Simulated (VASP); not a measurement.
Set up this calculation in VASP 6.6.1, as the native input.

```yaml
Task: single point
Functional: PBE
Potentials_or_basis: VASP PAW PBE potentials, release 64 (B, N)
Cutoff: 520 eV
k_mesh: 15 × 15 × 15
Occupations: fermi-dirac, width 0.05 eV
Spin: no spin polarisation
Dipole_correction: no
Further_INCAR_settings: ALGO = Normal; EDIFF = 1e-06; NBANDS = 11
```

The structure of BN (zincblende type) lies in POSCAR:

```
BN
1.0
    0.0000000000      1.6824384858      1.6824384858
    1.6824384858      0.0000000000      1.6824384858
    1.6824384858      1.6824384858      0.0000000000
B N
1 1
Direct
    0.0000000000      0.0000000000      0.0000000000
    0.2500000000      0.2500000000      0.2500000000
```

This cell differs from its parent crystal: volume scaled by 0.8.

These files were run (other wordings do the same):

INCAR

```
PREC = Accurate
ENCUT = 520
EDIFF = 1E-6
ISMEAR = -1
SIGMA = 0.05
LREAL = False
LASPH = True
NELM = 100
ALGO = Normal
ISIF = 2
LWAVE = False
LCHARG = False
GGA = PE
NBANDS = 11
```

KPOINTS

```
Automatic mesh
0
Gamma
  15 15 15
```

Potentials or basis: VASP PAW PBE potentials, release 64 (B, N).

Launch:

```bash
$ cat potpaw_PBE.64/B/POTCAR potpaw_PBE.64/N/POTCAR > POTCAR
$ mpirun -np 1 vasp_std > vasp.out
```

Results of the run:

```yaml
Pressure: 125.3 GPa
Band_gap_on_the_k_mesh: 4.73 eV, indirect (least direct gap 9.85 eV)
```

Run time: 14 s on 1 thread of AMD EPYC 7R13, with other jobs on the host, peak memory 0.09 GiB.
